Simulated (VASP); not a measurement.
# Au (I4/mmm) in VASP: further runs

Runs on Au. Level: PBE. Tasks: single point.

All numbers are computed with VASP 6.6.1; they aren't measurements. Logs are shortened: lines on timing, memory, paths and dates and some standing lists are left out, and cuts for length are marked.

## Step 1: The cell of the first run

It takes space group I4/mmm (No. 139, tetragonal). The conventional cell has a = 3.412 Å, b = 3.412 Å, c = 3.103 Å, α = 90.00°, β = 90.00°, γ = 90.00°. Au (site symmetry 4/mmm) has 14 Au at 2.87 to 3.41 Å within 3.8 Å.

## Step 2: Single point, PBE (uniaxial strain along a: -6.0 %, then relaxed in part)

INCAR

```
SYSTEM = Au
PREC = Accurate ; ENCUT = 520
EDIFF = 1E-6 ; ISMEAR = 0
SIGMA = 0.1 ; LREAL = .FALSE.
LASPH = .TRUE. ; NELM = 80
ALGO = Fast ; ISIF = 2
LWAVE = .FALSE. ; LCHARG = .FALSE.
GGA = PE ; NBANDS = 18
```

KPOINTS

```
regular mesh
0
G
  16 16 16
  0 0 0
```

POSCAR

```
Au
1.0
    3.1032304960      0.0000000000      0.0000000000
    0.0000000000      3.4124019528      0.0000000000
    0.0000000000      0.0000000000      3.4124019528
Au
2
Direct
    0.0000000000      0.0000000000      0.0000000000
    0.5000000000      0.5000000000      0.5000000000
```

Potentials or basis: VASP PAW PBE potentials, release 64 (Au).

The run is started by

```sh
$ cat potpaw_PBE.64/Au/POTCAR > POTCAR
$ mpirun -np 1 vasp_std > vasp.out
```

OUTCAR:

```text
SYSTEM = Au
   PREC = Accurate
   ENCUT = 520
   EDIFF = 1E-6
   ISMEAR = 0
   LREAL = .FALSE.
   LASPH = .TRUE.
   NELM = 80
   ISIF = 2
   GGA = PE

 ion  position               nearest neighbor table
   1  0.000  0.000  0.000-   2 2.87   2 2.87   2 2.87   2 2.87   2 2.87   2 2.87   2 2.87   2 2.87

   2  0.500  0.500  0.500-   1 2.87   1 2.87   1 2.87   1 2.87   1 2.87   1 2.87   1 2.87   1 2.87

  LATTYP: Found a simple tetragonal cell.
 ALAT       =     3.4124019528
 C/A-ratio  =     0.9093977025

  Lattice vectors:

 A1 = (   0.0000000000,   3.4124019528,   0.0000000000)
 A2 = (   0.0000000000,   0.0000000000,   3.4124019528)
 A3 = (   3.1032304960,   0.0000000000,   0.0000000000)

Analysis of symmetry for initial positions (statically):
=====================================================================
 Subroutine PRICEL returns following result:

  LATTYP: Found a body centered tetragonal cell.
 ALAT       =     3.4124019528
 C/A-ratio  =     0.9093977025

  Lattice vectors:

 A1 = (  -1.5516152480,   1.7062009764,   1.7062009764)
 A2 = (  -1.5516152480,  -1.7062009764,  -1.7062009764)
 A3 = (   1.5516152480,  -1.7062009764,   1.7062009764)

   2 primitive cells build up your supercell.

 Routine SETGRP: Setting up the symmetry group for a
 simple tetragonal supercell.

 Subroutine GETGRP returns: Found 16 space group operations
 (whereof 16 operations were pure point group operations)
 out of a pool of 16 trial point group operations.

The static configuration has the point symmetry D_4h.

Analysis of symmetry for dynamics (positions and initial velocities):
=====================================================================
 Subroutine PRICEL returns following result:

  LATTYP: Found a body centered tetragonal cell.
 ALAT       =     3.4124019528
 C/A-ratio  =     0.9093977025

  Lattice vectors:

 A1 = (  -1.5516152480,   1.7062009764,   1.7062009764)
 A2 = (  -1.5516152480,  -1.7062009764,  -1.7062009764)
 A3 = (   1.5516152480,  -1.7062009764,   1.7062009764)

   2 primitive cells build up your supercell.

 Routine SETGRP: Setting up the symmetry group for a
 simple tetragonal supercell.

 Subroutine GETGRP returns: Found 16 space group operations
 (whereof 16 operations were pure point group operations)
 out of a pool of 16 trial point group operations.

The dynamic configuration has the point symmetry D_4h.

 Subroutine INISYM returns: Found 16 space group operations
 (whereof 16 operations are pure point group operations),
 and found     2 'primitive' translations

----------------------------------------------------------------------------------------

                                     Primitive cell

  volume of cell :      18.0678

  direct lattice vectors                    reciprocal lattice vectors
    -1.551615248  1.706200976  1.706200976    -0.322244835  0.000000000  0.293048713
    -1.551615248 -1.706200976 -1.706200976    -0.322244835 -0.293048713  0.000000000
     1.551615248 -1.706200976  1.706200976     0.000000000 -0.293048713  0.293048713

  length of vectors
     2.868754681  2.868754681  2.868754681     0.435567770  0.435567770  0.414433464

  position of ions in fractional coordinates (direct lattice)
     0.000000000  0.000000000  0.000000000

  ion indices of the primitive-cell ions
   primitive index   ion index
                 1           1

----------------------------------------------------------------------------------------

 KPOINTS: regular mesh

Automatic generation of k-mesh.
 Grid dimensions read from file:
 generate k-points for:   16   16   16

 Generating k-lattice:

  Cartesian coordinates                     Fractional coordinates (reciprocal lattice)
     0.020140302  0.000000000  0.000000000     0.062500000  0.000000000  0.000000000
     0.000000000  0.018315545  0.000000000     0.000000000  0.062500000  0.000000000
     0.000000000  0.000000000  0.018315545     0.000000000  0.000000000  0.062500000

  Length of vectors
     0.020140302  0.018315545  0.018315545

  Shift w.r.t. Gamma in fractional coordinates (k-lattice)
     0.000000000  0.000000000  0.000000000

 Subroutine IBZKPT returns following result:
 ===========================================

 Found    405 irreducible k-points:

 Following reciprocal coordinates:
            Coordinates               Weight
  0.000000  0.000000  0.000000      1.000000
  0.062500  0.000000  0.000000      2.000000
  0.125000  0.000000  0.000000      2.000000
  0.187500  0.000000  0.000000      2.000000
  0.250000  0.000000  0.000000      2.000000
  0.312500  0.000000  0.000000      2.000000
[... 16 lines left out ...]
  0.250000  0.125000  0.000000      8.000000
  0.312500  0.125000  0.000000      8.000000
 [... further k-points ...]
   k-points           NKPTS =    405   k-points in BZ     NKDIM =    405   number of bands    NBANDS=     18
   number of dos      NEDOS =    301   number of ions     NIONS =      2
   total plane-waves  NPLWV =  18816
   dimension x,y,z NGX =    24 NGY =   28 NGZ =   28
   dimension x,y,z NGXF=    48 NGYF=   56 NGZF=   56
   ions per type =               2
   NGX,Y,Z   is equivalent  to a cutoff of  12.86, 13.64, 13.64 a.u.
   NGXF,Y,Z  is equivalent  to a cutoff of  25.71, 27.28, 27.28 a.u.
 SYSTEM =  Au
   PREC   = accura    normal or accurate (medium, high low for compatibility)
   ISTART =      0    job   : 0-new  1-cont  2-samecut
   ICHARG =      2    charge: 1-file 2-atom 10-const
   ISPIN  =      1    spin polarized calculation?
   LNONCOLLINEAR =      F non collinear calculations
   LSORBIT =      F    spin-orbit coupling
   LASPH  =      T    aspherical Exc in radial PAW
   ENCUT  =  520.0 eV  38.22 Ry    6.18 a.u.   5.77  6.34  6.34*2*pi/ulx,y,z
   NELM   =     80;   NELMIN=  2; NELMDL= -5     # of ELM steps
   EDIFF  = 0.1E-05   stopping-criterion for ELM
   LREAL  =      F    real-space projection
   EDIFFG = 0.1E-04   stopping-criterion for IOM
   NSW    =      0    number of steps for IOM
   IBRION =     -1    ionic relax: 0-MD 1-quasi-New 2-CG
   NFREE  =      0    steps in history (QN), initial steepest desc. (CG)
   ISIF   =      2    stress and relaxation
   ISYM   =      2    0-nonsym 1-usesym 2-fastsym
   POTIM  = 0.5000    time-step for ionic-motion
   TEBEG  =    0.0;   TEEND  =   0.0 temperature during run
   PSTRESS=    0.0 pullay stress
   NELECT =      22.0000    total number of electrons
   NUPDOWN=      -1.0000    fix difference up-down
   EMIN   =  10.00;   EMAX   =-10.00  energy-range for DOS
   EFERMI =   0.00;   METHOD = LEGACY
   ISMEAR =     0;   SIGMA  =   0.10  broadening in eV -4-tet -1-fermi 0-gaus
   EFERMI_NEDOS =   21; number of points for ismear=-14 and -15
   IALGO  =     68    algorithm
   IMIX   =      4    mixing-type and parameters
     AMIX     =   0.40;   BMIX     =  1.00
     AMIX_MAG =   1.60;   BMIX_MAG =  1.00
  volume/ion in A,a.u.               =      18.07       121.93
  Fermi-wavevector in a.u.,A,eV,Ry     =   1.387515  2.622023 26.193896  1.925197
  Thomas-Fermi vector in A             =   2.511728
   LORBIT       =      0    0 simple, 1 ext, 2 COOP (PROOUT), +10 PAW based schemes
   GGA     = PE    functional components
   LHFCALC =     F    Hartree Fock is set to
   AEXX    =    0.0000 exact exchange contribution
   IVDW    =     0    specifies the selected vdW correction
   LEPSILON=     F    determine dielectric tensor
   LRPA    =     F    only Hartree local field effects (RPA)
 non-spin polarized calculation
 RMM-DIIS sequential band-by-band and
 Gauss-broadening in eV      SIGMA  =   0.10
  energy-cutoff  :      520.00
  volume of cell :       36.14
 maximum number of plane-waves:       995
 NGX is ok and might be reduce to    24
   NGX = 11   NGY = 13   NGZ = 13

 number of electron      21.9999995 magnetization

 Free energy of the ion-electron system (eV)
  ---------------------------------------------------
  ext. energy  EPLUGINS =         0.00000000
  ---------------------------------------------------
  free energy    TOTEN  =        -6.40878751 eV

  energy without entropy =       -6.40579018  energy(sigma->0) =       -6.40728885

 E-fermi :   8.5635     XC(G=0): -12.3689

 val. band max:        8.5603685102   @ k =   0.4375   0.1875   0.0000
 cond. band min:       8.5688392912   @ k =   0.0625   0.3750   0.1875
 fundamental gap:      0.0084707810
 Fermi energy:         8.5635151124

 k-point     1 :       0.0000    0.0000    0.0000
  band No.  band energies     occupation
      1      -0.7156      2.00000
      2       2.1852      2.00000
      3       2.2032      2.00000
      4       3.6186      2.00000
      5       4.2203      2.00000
      6       4.2203      2.00000
[... 10 lines left out ...]
     17      24.4367      0.00000
     18      24.4367      0.00000

 k-point     2 :       0.0625    0.0000    0.0000
  band No.  band energies     occupation
      1      -0.6367      2.00000
      2       2.2360      2.00000
      3       2.2400      2.00000
      4       3.6463      2.00000
      5       4.2088      2.00000
      6       4.2088      2.00000
[... 10 lines left out ...]
     17      24.5614      0.00000
     18      24.5614      0.00000

 k-point     3 :       0.1250    0.0000    0.0000
  band No.  band energies     occupation
      1      -0.4030      2.00000
      2       2.3337      2.00000
      3       2.3966      2.00000
      4       3.7286      2.00000
      5       4.1779      2.00000
      6       4.1779      2.00000
[... 10 lines left out ...]
     17      24.9221      0.00000
     18      24.9388      0.00000

 k-point     4 :       0.1875    0.0000    0.0000
  band No.  band energies     occupation
      1      -0.0239      2.00000
      2       2.4936      2.00000
      3       2.6318      2.00000
      4       3.8634      2.00000
      5       4.1381      2.00000
      6       4.1381      2.00000
[... 375 lines left out ...]
      4       3.6277      2.00000
      5       4.1365      2.00000
      6       4.4923      2.00000
[... 10 lines left out ...]
     17      24.3211      0.00000
     18      24.7604      0.00000

 k-point    23 :       0.2500    0.1250    0.0000
  band No.  band energies     occupation
      1       0.6800      2.00000
      2       2.7740      2.00000
      3       3.0227      2.00000
      4       3.6158      2.00000
      5       4.1085      2.00000
      6       4.6521      2.00000
[... 10 lines left out ...]
     17      23.6146      0.00000
     18      24.3808      0.00000

 k-point    24 :       0.3125    0.1250    0.0000
  band No.  band energies     occupation
      1       1.2322      2.00000
      2       2.9640      2.00000
      3       3.2788      2.00000
      4       3.6209      2.00000
      5       4.1153      2.00000
      6       4.6972      2.00000
[... 10 lines left out ...]
     17      23.5985      0.00000
     18      23.7490      0.00000

 [... further k-points ...]
[... 5 lines left out ...]
  --------------------------------------------------------------------------------------
  -------------------------------------------------------------------------------------
  Total       -0.1841354     -0.0337356     -0.0337356     -0.0000000      0.0000000     -0.0000000
  in kB       -8.1641978     -1.4957671     -1.4957671     -0.0000000      0.0000000     -0.0000000
  external PRESSURE =      -3.7185774 kB  Pullay stress =       0.0000000 kB

 VOLUME and BASIS-vectors are now :
 -----------------------------------------------------------------------------
  energy-cutoff  :      520.00
  volume of cell :       36.14
      direct lattice vectors                 reciprocal lattice vectors
     3.103230496  0.000000000  0.000000000     0.322244835  0.000000000  0.000000000
     0.000000000  3.412401953  0.000000000     0.000000000  0.293048713  0.000000000
     0.000000000  0.000000000  3.412401953     0.000000000  0.000000000  0.293048713

 POSITION                                       TOTAL-FORCE (eV/Angst)
 -----------------------------------------------------------------------------------
      0.00000      0.00000      0.00000        -0.000000     -0.000000      0.000000
      1.55162      1.70620      1.70620         0.000000      0.000000     -0.000000
 -----------------------------------------------------------------------------------
    total drift:                                0.000000      0.000000     -0.000000

  FREE ENERGIE OF THE ION-ELECTRON SYSTEM (eV)
  ---------------------------------------------------
  free  energy   TOTEN  =        -6.4087875117 eV

  energy  without entropy=       -6.4057901816  energy(sigma->0) =       -6.40728885
```

It took 91 s on 1 thread of Intel Xeon Platinum 8488C (Sapphire Rapids), shared host; peak memory 0.32 GiB.

What came out:

```yaml
Free_energy: -6.4088 eV
Pressure: -0.4 GPa
Band_gap_on_the_k_mesh: zero (band 11 reaches 11.63 eV, above the bottom of band 12 at 6.30 eV)
```

Stress tensor (GPa, compression positive):
```
-0.82  0.00  0.00
 0.00 -0.15  0.00
 0.00  0.00 -0.15
```

Caveat: the cell differs from its parent crystal (uniaxial strain along a: -6.0 %, then relaxed in part); spin-orbit coupling is left out, which moves the levels of the heavy elements.

## Step 3: Single point, PBE (uniaxial strain along c: -6.0 %)

INCAR

```
SYSTEM = Au
PREC = Accurate
ENCUT = 500
EDIFF = 1E-6
ISMEAR = 0
SIGMA = 0.1
LREAL = .FALSE.
LASPH = .TRUE.
NELM = 120
ALGO = Normal
ISIF = 2
LWAVE = .FALSE.
LCHARG = .TRUE.
GGA = PE
LELF = .TRUE.
LVHAR = .TRUE.
NBANDS = 26
GGA_COMPAT = .FALSE.
```

KPOINTS

```
Automatic mesh
0
G
  12 12 12
  0 0 0
```

POSCAR

```
Au
1.0
    3.3508286739      0.0000000000      0.0000000000
    0.0000000000      3.3508286739      0.0000000000
    0.0000000000      0.0000000000      3.1032304960
Au
2
Direct
    0.0000000000      0.0000000000      0.0000000000
    0.5000000000      0.5000000000      0.5000000000
```

Potentials or basis: VASP PAW PBE potentials, release 64 (Au_sv_GW).

The run is started by

```sh
$ cat potpaw_PBE.64/Au_sv_GW/POTCAR > POTCAR
$ mpirun -np 1 vasp_std > vasp.out
```

Run time: 53 s. Hardware: 1 thread of Intel Xeon 6975P-C (Granite Rapids), shared host; peak memory 0.25 GiB.

It converged, with:

* Free energy: -5.1662 eV
* Pressure: 3.3 GPa
* Band gap on the k mesh: zero (band 19 reaches 11.63 eV, above the bottom of band 20 at 6.25 eV)

Stress tensor (GPa, compression positive):
```
3.49 0.00 0.00
0.00 3.49 0.00
0.00 0.00 3.02
```

Levels at points of the mesh, in eV from the Fermi level:
```csv
k point,band 16,band 17,band 18,band 19,band 20,band 21,band 22,band 23
"(0.00, 0.00, 0.00)",-2.69,-1.87,-1.87,-1.71,5.55,5.55,7.81,9.23
"(0.50, 0.00, 0.00)",-3.91,-3.35,-3.35,-2.28,-2.28,12.60,12.60,12.72
"(0.50, 0.50, 0.00)",-2.92,-1.53,-1.53,-0.86,-0.86,2.99,2.99,13.10
"(0.00, 0.00, 0.50)",-4.37,-3.54,-3.54,-1.33,-1.33,11.87,11.87,13.56
"(0.50, 0.00, 0.50)",-2.45,-1.45,-1.45,-0.41,-0.41,3.65,3.65,12.02
"(0.50, 0.50, 0.50)",-2.85,-2.57,-2.57,2.92,2.92,6.64,6.64,7.33
```

Caveat: the cell differs from its parent crystal (uniaxial strain along c: -6.0 %); spin-orbit coupling is left out, which moves the levels of the heavy elements.

(Continued in part 2 of 2.)
